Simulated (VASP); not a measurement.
# Cu12S in VASP: single point with PBE

Aim: the single point of Cu12S with PBE.

Program: VASP 6.6.1. These are calculated values, not measurements. Logs are shortened: lines on timing, memory, paths and dates and some standing lists are left out, and cuts for length are marked.

**1. The cell of the first run**

The cell holds a slab with vacuum, 13 atoms: a = 5.132 Å, b = 5.132 Å, c = 19.028 Å, α = 90.00°, β = 90.00°, γ = 90.00°.

**2. Single point, PBE**

File INCAR:

```
ALGO = Normal ; DIPOL = 0.5 0.5 0.318
EDIFF = 1E-6 ; ENCUT = 520
GGA = PE ; GGA_COMPAT = F
IDIPOL = 3 ; ISIF = 2
ISMEAR = 0 ; LASPH = T
LCHARG = F ; LDIPOL = T
LREAL = F ; LWAVE = F
NBANDS = 81 ; NELM = 120
NELMDL = -8 ; PREC = Accurate
SIGMA = 0.1
```

File KPOINTS:

```
k-points
0
Gamma
  5 5 1
```

File POSCAR:

```
Cu12S
1.0
    5.1319544654      0.0000000000      0.0000000000
    0.0000000000      5.1319544654      0.0000000000
    0.0000000000      0.0000000000     19.0279314150
Cu S
12 1
Direct
    0.2500000000      0.2500000000      0.2102172807
    0.2500000000      0.7500000000      0.2102172807
    0.7500000000      0.2500000000      0.2102172807
    0.7500000000      0.7500000000      0.2102172807
    0.0000000000      0.0000000000      0.3029241254
    0.0000000000      0.5000000000      0.3029241254
    0.5000000000      0.0000000000      0.3029241254
    0.5000000000      0.5000000000      0.3029241254
    0.2500000000      0.2500000000      0.3956253179
    0.2500000000      0.7500000000      0.3956253179
    0.7500000000      0.2500000000      0.3956253179
    0.7500000000      0.7500000000      0.3956253179
    0.2500000000      0.4166666667      0.4931478012
```

Potentials or basis: VASP PAW PBE potentials, release 64 (Cu, S).

Launch:

```bash
$ cat potpaw_PBE.64/Cu/POTCAR potpaw_PBE.64/S/POTCAR > POTCAR
$ mpirun -np 1 vasp_std > vasp.out
```

OUTCAR:

```text
EDIFF = 1E-6
   ENCUT = 520
   GGA = PE
   ISIF = 2
   ISMEAR = 0
   LASPH = T
   LREAL = F
   NELM = 120
   NELMDL = -8
   PREC = Accurate

 ion  position               nearest neighbor table
   1  0.250  0.250  0.210-   5 2.53   6 2.53   7 2.53   8 2.53   2 2.57   3 2.57   2 2.57   3 2.57

   2  0.250  0.750  0.210-   5 2.53   6 2.53   7 2.53   8 2.53   1 2.57   4 2.57   1 2.57   4 2.57

   3  0.750  0.250  0.210-   5 2.53   6 2.53   7 2.53   8 2.53   1 2.57   4 2.57   4 2.57   1 2.57

   4  0.750  0.750  0.210-   5 2.53   6 2.53   7 2.53   8 2.53   2 2.57   3 2.57   3 2.57   2 2.57

   5  0.000  0.000  0.303-   9 2.53  10 2.53  11 2.53  12 2.53   1 2.53   2 2.53   3 2.53   4 2.53
                             6 2.57   7 2.57   6 2.57   7 2.57
   6  0.000  0.500  0.303-   9 2.53  10 2.53  11 2.53  12 2.53   1 2.53   2 2.53   3 2.53   4 2.53
                             5 2.57   8 2.57   5 2.57   8 2.57
   7  0.500  0.000  0.303-   9 2.53  10 2.53  11 2.53  12 2.53   1 2.53   2 2.53   3 2.53   4 2.53
                             5 2.57   8 2.57   8 2.57   5 2.57
   8  0.500  0.500  0.303-   9 2.53  10 2.53  11 2.53  12 2.53   1 2.53   2 2.53   3 2.53   4 2.53
                             6 2.57   7 2.57   7 2.57   6 2.57
   9  0.250  0.250  0.396-  13 2.04   6 2.53   7 2.53   8 2.53   5 2.53  11 2.57  10 2.57  10 2.57
                            11 2.57
  10  0.250  0.750  0.396-  13 2.52   6 2.53   7 2.53   8 2.53   5 2.53  12 2.57   9 2.57   9 2.57
                            12 2.57
  11  0.750  0.250  0.396-   5 2.53   6 2.53   7 2.53   8 2.53   9 2.57  12 2.57  12 2.57   9 2.57

  12  0.750  0.750  0.396-   5 2.53   6 2.53   7 2.53   8 2.53  10 2.57  11 2.57  11 2.57  10 2.57

  13  0.250  0.417  0.493-   9 2.04  10 2.52

  LATTYP: Found a simple tetragonal cell.
 ALAT       =     5.1319544654
 C/A-ratio  =     3.7077358233

  Lattice vectors:

 A1 = (   5.1319544654,   0.0000000000,   0.0000000000)
 A2 = (   0.0000000000,   5.1319544654,   0.0000000000)
 A3 = (   0.0000000000,   0.0000000000,  19.0279314150)

Analysis of symmetry for initial positions (statically):
=====================================================================
 Subroutine PRICEL returns:
 Original cell was already a primitive cell.

 Routine SETGRP: Setting up the symmetry group for a
 simple tetragonal supercell.

 Subroutine GETGRP returns: Found  2 space group operations
 (whereof  1 operations were pure point group operations)
 out of a pool of 16 trial point group operations.

The static configuration has the point symmetry C_1 .
 The point group associated with its full space group is C_1h.

Analysis of symmetry for dynamics (positions and initial velocities):
=====================================================================
 Subroutine PRICEL returns:
 Original cell was already a primitive cell.

 Routine SETGRP: Setting up the symmetry group for a
 simple tetragonal supercell.

 Subroutine GETGRP returns: Found  2 space group operations
 (whereof  1 operations were pure point group operations)
 out of a pool of 16 trial point group operations.

The dynamic configuration has the point symmetry C_1 .
 The point group associated with its full space group is C_1h.

 Subroutine INISYM returns: Found  2 space group operations
 (whereof  1 operations are pure point group operations),
 and found     1 'primitive' translations

----------------------------------------------------------------------------------------

                                     Primitive cell

  volume of cell :     501.1378

  direct lattice vectors                    reciprocal lattice vectors
     5.131954465  0.000000000  0.000000000     0.194857536  0.000000000  0.000000000
     0.000000000  5.131954465  0.000000000     0.000000000  0.194857536  0.000000000
     0.000000000  0.000000000 19.027931415     0.000000000  0.000000000  0.052554320

  length of vectors
     5.131954465  5.131954465 19.027931415     0.194857536  0.194857536  0.052554320

  position of ions in fractional coordinates (direct lattice)
     0.250000000  0.250000000  0.210217281
     0.250000000  0.750000000  0.210217281
     0.750000000  0.250000000  0.210217281
     0.750000000  0.750000000  0.210217281
     0.000000000  0.000000000  0.302924125
     0.000000000  0.500000000  0.302924125
     0.500000000  0.000000000  0.302924125
     0.500000000  0.500000000  0.302924125
     0.250000000  0.250000000  0.395625318
     0.250000000  0.750000000  0.395625318
     0.750000000  0.250000000  0.395625318
     0.750000000  0.750000000  0.395625318
     0.250000000  0.416666667  0.493147801

  ion indices of the primitive-cell ions
   primitive index   ion index
                 1           1
                 2           2
                 3           3
                 4           4
                 5           5
                 6           6
                 7           7
                 8           8
                 9           9
                10          10
                11          11
                12          12
                13          13

----------------------------------------------------------------------------------------

 KPOINTS: k-points

Automatic generation of k-mesh.
 Grid dimensions read from file:
 generate k-points for:    5    5    1

 Generating k-lattice:

  Cartesian coordinates                     Fractional coordinates (reciprocal lattice)
     0.038971507  0.000000000  0.000000000     0.200000000  0.000000000  0.000000000
     0.000000000  0.038971507  0.000000000     0.000000000  0.200000000  0.000000000
     0.000000000  0.000000000  0.052554320     0.000000000  0.000000000  1.000000000

  Length of vectors
     0.038971507  0.038971507  0.052554320

  Shift w.r.t. Gamma in fractional coordinates (k-lattice)
     0.000000000  0.000000000  0.000000000

 Subroutine IBZKPT returns following result:
 ===========================================

 Found      9 irreducible k-points:

 Following reciprocal coordinates:
            Coordinates               Weight
  0.000000  0.000000  0.000000      1.000000
  0.200000  0.000000  0.000000      2.000000
  0.000000  0.200000  0.000000      2.000000
  0.400000  0.000000  0.000000      2.000000
  0.000000  0.400000  0.000000      2.000000
  0.200000  0.200000  0.000000      4.000000
  0.400000  0.200000  0.000000      4.000000
 -0.200000  0.400000  0.000000      4.000000
  0.400000  0.400000  0.000000      4.000000
   k-points           NKPTS =      9   k-points in BZ     NKDIM =      9   number of bands    NBANDS=     81
   number of dos      NEDOS =    301   number of ions     NIONS =     13
   total plane-waves  NPLWV = 230400
   dimension x,y,z NGX =    40 NGY =   40 NGZ =  144
   dimension x,y,z NGXF=    80 NGYF=   80 NGZF=  288
   ions per type =              12   1
   NGX,Y,Z   is equivalent  to a cutoff of  12.96, 12.96, 12.58 a.u.
   NGXF,Y,Z  is equivalent  to a cutoff of  25.92, 25.92, 25.16 a.u.
 SYSTEM =  unknown system
   PREC   = accura    normal or accurate (medium, high low for compatibility)
   ISTART =      0    job   : 0-new  1-cont  2-samecut
   ICHARG =      2    charge: 1-file 2-atom 10-const
   ISPIN  =      1    spin polarized calculation?
   LNONCOLLINEAR =      F non collinear calculations
   LSORBIT =      F    spin-orbit coupling
   LASPH  =      T    aspherical Exc in radial PAW
   ENCUT  =  520.0 eV  38.22 Ry    6.18 a.u.   9.54  9.54 35.38*2*pi/ulx,y,z
   NELM   =    120;   NELMIN=  2; NELMDL= -8     # of ELM steps
   EDIFF  = 0.1E-05   stopping-criterion for ELM
   LREAL  =      F    real-space projection
   EDIFFG = 0.1E-04   stopping-criterion for IOM
   NSW    =      0    number of steps for IOM
   IBRION =     -1    ionic relax: 0-MD 1-quasi-New 2-CG
   NFREE  =      0    steps in history (QN), initial steepest desc. (CG)
   ISIF   =      2    stress and relaxation
   ISYM   =      2    0-nonsym 1-usesym 2-fastsym
   POTIM  = 0.5000    time-step for ionic-motion
   TEBEG  =    0.0;   TEEND  =   0.0 temperature during run
   PSTRESS=    0.0 pullay stress
   NELECT =     138.0000    total number of electrons
   NUPDOWN=      -1.0000    fix difference up-down
   EMIN   =  10.00;   EMAX   =-10.00  energy-range for DOS
   EFERMI =   0.00;   METHOD = LEGACY
   ISMEAR =     0;   SIGMA  =   0.10  broadening in eV -4-tet -1-fermi 0-gaus
   EFERMI_NEDOS =   21; number of points for ismear=-14 and -15
   IALGO  =     38    algorithm
   IMIX   =      4    mixing-type and parameters
     AMIX     =   0.40;   BMIX     =  1.00
     AMIX_MAG =   1.60;   BMIX_MAG =  1.00
  volume/ion in A,a.u.               =      38.55       260.14
  Fermi-wavevector in a.u.,A,eV,Ry     =   1.065080  2.012709 15.434380  1.134395
  Thomas-Fermi vector in A             =   2.200620
   LORBIT       =      0    0 simple, 1 ext, 2 COOP (PROOUT), +10 PAW based schemes
   GGA     = PE    functional components
   LHFCALC =     F    Hartree Fock is set to
   AEXX    =    0.0000 exact exchange contribution
   IVDW    =     0    specifies the selected vdW correction
   LEPSILON=     F    determine dielectric tensor
   LRPA    =     F    only Hartree local field effects (RPA)
 non-spin polarized calculation
 Gauss-broadening in eV      SIGMA  =   0.10
  energy-cutoff  :      520.00
  volume of cell :      501.14
 maximum number of plane-waves:     13595
 NGX is ok and might be reduce to    40
   NGX = 19   NGY = 19   NGZ = 71

 dipolmoment           0.000000      0.000000     -0.246497 electrons x Angstroem

 number of electron     137.9999786 magnetization

 dipolmoment           0.000000      0.000000      0.188318 electrons x Angstroem

 Free energy of the ion-electron system (eV)
  ---------------------------------------------------
  ext. energy  EPLUGINS =         0.00000000
  ---------------------------------------------------
  free energy    TOTEN  =       -44.48983818 eV

  energy without entropy =      -44.43742088  energy(sigma->0) =      -44.46362953

 E-fermi :  -1.1128     XC(G=0):  -4.9908

 val. band max:       -1.1177211959   @ k =   0.0000   0.2000   0.0000
 cond. band min:      -1.1119474141   @ k =   0.2000   0.0000   0.0000
 fundamental gap:      0.0057737819
 Fermi energy:        -1.1127907938

 k-point     1 :       0.0000    0.0000    0.0000
  band No.  band energies     occupation
      1     -13.1207      2.00000
      2      -9.4559      2.00000
      3      -6.9068      2.00000
      4      -6.0123      2.00000
      5      -6.0026      2.00000
      6      -5.8195      2.00000
[... 73 lines left out ...]
     80       3.3470      0.00000
     81       4.1309      0.00000

 k-point     2 :       0.2000    0.0000    0.0000
  band No.  band energies     occupation
      1     -13.1092      2.00000
      2      -9.2310      2.00000
      3      -6.7305      2.00000
      4      -6.5186      2.00000
      5      -5.8703      2.00000
      6      -5.7277      2.00000
[... 73 lines left out ...]
     80       3.5731      0.00000
     81       3.8113      0.00000
[... 502 lines left out ...]
     80       4.0766      0.00000
     81       4.2645      0.00000

 k-point     9 :       0.4000    0.4000    0.0000
  band No.  band energies     occupation
      1     -13.0625      2.00000
      2      -7.7444      2.00000
      3      -6.8663      2.00000
      4      -6.8334      2.00000
      5      -6.1747      2.00000
      6      -5.6845      2.00000
[... 73 lines left out ...]
     80       4.6838      0.00000
     81       4.7932      0.00000

------------------------ aborting loop because EDIFF is reached ----------------------------------------

 vacuum level on the upper side and lower side of the slab       (xc-potential included)         0.424        -0.802

  FORCE on cell =-STRESS in cart. coord.  units (eV):
  Direction    XX          YY          ZZ          XY          YZ          ZX
  --------------------------------------------------------------------------------------
  -------------------------------------------------------------------------------------
  Total       -4.3614510     -2.6406348      1.4899617      0.0000000      2.1823186      0.0000000
  in kB      -13.9439049     -8.4423190      4.7635259      0.0000000      6.9770457      0.0000000
  external PRESSURE =      -5.8742326 kB  Pullay stress =       0.0000000 kB

 VOLUME and BASIS-vectors are now :
 -----------------------------------------------------------------------------
  energy-cutoff  :      520.00
  volume of cell :      501.14
      direct lattice vectors                 reciprocal lattice vectors
     5.131954465  0.000000000  0.000000000     0.194857536  0.000000000  0.000000000
     0.000000000  5.131954465  0.000000000     0.000000000  0.194857536  0.000000000
     0.000000000  0.000000000 19.027931415     0.000000000  0.000000000  0.052554320

 POSITION                                       TOTAL-FORCE (eV/Angst)
 -----------------------------------------------------------------------------------
      1.28299      1.28299      4.00000         0.000000      0.021658     -0.002595
      1.28299      3.84897      4.00000         0.000000     -0.022928     -0.027886
      3.84897      1.28299      4.00000         0.000000     -0.008203     -0.032109
      3.84897      3.84897      4.00000         0.000000      0.009010     -0.051389
      0.00000      0.00000      5.76402         0.045610     -0.006455     -0.072944
      0.00000      2.56598      5.76402        -0.085073      0.007468     -0.256245
      2.56598      0.00000      5.76402        -0.045610     -0.006455     -0.072944
      2.56598      2.56598      5.76402         0.085073      0.007468     -0.256245
      1.28299      1.28299      7.52793         0.000000     -0.851270     -0.586177
      1.28299      3.84897      7.52793         0.000000     -0.348325      0.955196
      3.84897      1.28299      7.52793         0.000000      0.034637      0.341505
      3.84897      3.84897      7.52793         0.000000     -0.014245      0.056877
      1.28299      2.13831      9.38358         0.000000      1.177640      0.004957
 -----------------------------------------------------------------------------------
    total drift:                               -0.000000      0.000108     -0.003057

  FREE ENERGIE OF THE ION-ELECTRON SYSTEM (eV)
  ---------------------------------------------------
  free  energy   TOTEN  =       -44.4898381804 eV

  energy  without entropy=      -44.4374208790  energy(sigma->0) =      -44.46362953

 vacuum level on the upper side and lower side of the slab         4.528         3.266
```

Wall time 25 min (1 thread of Intel Xeon Platinum 8375C at 2.90GHz (Ice Lake), shared host); peak memory 0.66 GiB.

What came out:

```
Free energy            : -44.4898 eV
Largest force          : 1.178 eV/Å
Band gap on the k mesh : zero (bands 69 and 70 overlap by 0.59 eV)
```

Forces on the atoms (eV/Å):
```
Cu   0.000  0.022 -0.003
Cu   0.000 -0.023 -0.028
Cu   0.000 -0.008 -0.032
Cu   0.000  0.009 -0.051
Cu   0.046 -0.006 -0.073
Cu  -0.085  0.007 -0.256
Cu  -0.046 -0.006 -0.073
Cu   0.085  0.007 -0.256
Cu   0.000 -0.851 -0.586
Cu   0.000 -0.348  0.955
Cu   0.000  0.035  0.342
Cu   0.000 -0.014  0.057
S    0.000  1.178  0.005
```

With open d or f shells a metallic result of PBE can be an artefact of self-interaction; +U or a hybrid may open a gap.
